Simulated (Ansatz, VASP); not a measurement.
# W: VASP beside Ansatz

Contents of INCAR:

```
ALGO = Normal
EDIFF = 1E-8
ENCUT = 400
GGA = PS
GGA_COMPAT = False
ISIF = 2
ISMEAR = -1
LASPH = True
LCHARG = False
LEFG = True
LREAL = False
LWAVE = False
NBANDS = 13
NELM = 120
PREC = Accurate
SIGMA = 0.05
```

The input KPOINTS:

```
k-points
0
Gamma
  14 14 14
```

POSCAR

```
W
1.0
    0.0000000000      2.0706000000      2.0300000000
    2.0706000000      0.0000000000      2.0300000000
    2.0706000000      2.0706000000      0.0000000000
W
1
Direct
    0.0000000000      0.0000000000      0.0000000000
```

Input for Ansatz:

```yaml
crystal:
  lattice:
    - [0.0, 2.0706, 2.03]
    - [2.0706, 0.0, 2.03]
    - [2.0706, 2.0706, 0.0]
  atoms:
    - { symbol: W, position: [0.0, 0.0, 0.0] }
kpoints:
  mp_grid: { grid: [14, 14, 14] }
scf:
  occupations: { method: fermi_dirac, width: 0.05 }
hamiltonian:
  xc: pbesol
  pseudopotentials: { kind: all_electron, datasets: crystal }
output:
  forces: true
  stress: true
  eigenvalues: true
  efg: { contact_densities: true }
```

Change from the starting cell: equal xx and yy strain of +2 %, crystal datasets.

Alike in both runs: task electric field gradients; functional PBEsol; k mesh 14 × 14 × 14; occupations fermi-dirac, width 0.05 eV; no spin polarisation.

|  | VASP | Ansatz |
| --- | --- | --- |
| version | VASP 6.6.1 | Ansatz 0.2.0 |
| potentials or method | VASP PAW PBE potentials, release 64 (W_sv), cutoff 400 eV | all-electron PAW with datasets made for the crystal, scalar-relativistic |

VASP gave:

```
pressure (GPa)                                                : -21.4
traceless stress, the component that is largest in VASP (GPa) : -4.06
size of Vzz on the site where it differs most (V/Å²)          : 9.5
```

Question: What did Ansatz give for the same quantities?

Answer: Pressure (GPa): -21.6; traceless stress, the component that is largest in VASP (GPa): -4.04; size of Vzz on the site where it differs most (V/Å²): 7.0.

VASP's potentials were made for PBE, not for PBEsol. Ansatz ran all-electron here, and VASP with PAW potentials.

Neither program's run includes spin-orbit coupling.
